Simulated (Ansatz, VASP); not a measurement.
# ZrS2: VASP beside Ansatz

Contents of POSCAR:

```
ZrS2
1.0
    3.6913825498      0.0000000000      0.0000000000
   -1.8456912749      3.1968310632      0.0000000000
    0.0000000000      0.0000000000      6.0410770100
Zr S
1 2
Direct
    0.0000000000      0.0000000000      0.0000000000
    0.6666666700      0.3333333300      0.7620900300
    0.3333333300      0.6666666700      0.2379099700
```

INCAR.step1

```
SYSTEM = ZrS2
PREC     = Accurate       ! precision mode
ENCUT    = 550            ! plane-wave cutoff, eV
ISMEAR   = 0              ! smearing method
SIGMA    = 0.02           ! smearing width, eV
LREAL    = .False.        ! projectors in reciprocal space
LASPH    = .True.         ! aspherical terms in the spheres
NELM     = 120            ! most SCF steps
GGA      = PE             ! functional
ALGO     = Normal         ! electronic algorithm
EDIFF    = 1E-5           ! SCF threshold, eV
LWAVE    = .True.         ! write WAVECAR
LCHARG   = .False.        ! write CHGCAR
GGA_COMPAT= .False.      
IBRION   = 2              ! ionic algorithm
ISIF     = 3              ! what is computed and relaxed
EDIFFG   = -0.005         ! ionic threshold
NELMIN   = 4            
NSW      = 100            ! ionic steps
```

Contents of INCAR.step2:

```
SYSTEM = ZrS2
PREC     = Accurate       ! precision mode
ENCUT    = 550            ! plane-wave cutoff, eV
EDIFF    = 1E-7           ! SCF threshold, eV
ISMEAR   = 0              ! smearing method
SIGMA    = 0.02           ! smearing width, eV
LREAL    = .False.        ! projectors in reciprocal space
LASPH    = .True.         ! aspherical terms in the spheres
NELM     = 120            ! most SCF steps
ALGO     = Normal         ! electronic algorithm
ISIF     = 3              ! what is computed and relaxed
LWAVE    = .False.        ! write WAVECAR
LCHARG   = .False.        ! write CHGCAR
METAGGA  = R2SCAN         ! meta-GGA
LMIXTAU  = .True.       
IBRION   = 2              ! ionic algorithm
NSW      = 100            ! ionic steps
EDIFFG   = -0.005         ! ionic threshold
ISTART   = 1            
GGA_COMPAT= .False.      
NELMIN   = 4
```

KPOINTS

```
regular mesh
0
Gamma
  12 12 6
  0 0 0
```

Input for Ansatz:

```yaml
crystal:
  lattice:
    - [3.6913825498, 0.0, 0.0]
    - [-1.8456912749, 3.1968310632, 0.0]
    - [0.0, 0.0, 6.04107701]
  atoms:
    - { symbol: Zr, position: [0.0, 0.0, 0.0] }
    - { symbol: S, position: [0.66666667, 0.33333333, 0.76209003] }
    - { symbol: S, position: [0.33333333, 0.66666667, 0.23790997] }
basis:
  ecutwfc: 500
kpoints:
  mp_grid: { grid: [12, 12, 6] }
hamiltonian:
  xc: r2scan
scf:
  occupations: { method: gaussian, width: 0.02 }
output:
  forces: true
  stress: true
  eigenvalues: true
relax:
  adjacent_minimum: "off"
  f_tol: 0.005
  max_steps: 80
  cell: { stress_tol: 0.05 }
```

Alike in both runs: task relaxation of cell and atoms; functional r2SCAN; k mesh 12 × 12 × 6; occupations gaussian, width 0.02 eV; no spin polarisation.

```csv
,VASP,Ansatz
version,VASP 6.6.1,Ansatz 0.2.0
potentials or method,"VASP PAW PBE potentials, release 64 (Zr_sv, S), cutoff 550 eV","scalar-relativistic, plane waves, PAW"
valence electrons in the cell,24,24
```

VASP gave:

```
gap on the k mesh at the Fermi level, each at its own relaxed structure (eV)  : 1.37
relaxed volume (Å³/atom)                                                      : 23.92
relaxed length of the cell vector where the two differ most in proportion (Å) : 6.087
```

**Question.** What did Ansatz give for the same quantities?

**Answer.** gap on the k mesh at the Fermi level, each at its own relaxed structure (eV): 1.37; relaxed volume (Å³/atom): 23.98; relaxed length of the cell vector where the two differ most in proportion (Å): 6.096.

VASP's potentials were made for PBE, not for r2SCAN.
